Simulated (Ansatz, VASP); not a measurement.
Two plane-wave programs on BN

```
B N
1.0
     0.00000    1.81235    1.81235
     1.81235    0.00000    1.81235
     1.81235    1.81235    0.00000
B N
1 1
Cartesian
  0.0000 0.0000 0.0000
  2.7185 2.7185 2.7185
```

Alike in both runs: task single point; functional PBE; k mesh 12 × 12 × 12; occupations gaussian, width 0.05 eV; no spin polarisation.

|  | VASP | Ansatz |
| --- | --- | --- |
| version | VASP 6.6.1 | Ansatz 0.2.0 |
| potentials or method | VASP PAW PBE potentials, release 64 (B, N), cutoff 520 eV | scalar-relativistic, plane waves, PAW |
| valence electrons in the cell | 8 | 8 |

```csv
,VASP,Ansatz,Ansatz less VASP
gap on the k mesh at the Fermi level (eV),4.45,4.46,+0.012
least direct gap on the mesh (eV),8.78,8.79,+0.011
pressure (GPa),0.2,0.0,-0.25
```

The functional is the same, so the differences come from potentials, cutoffs and numerics.
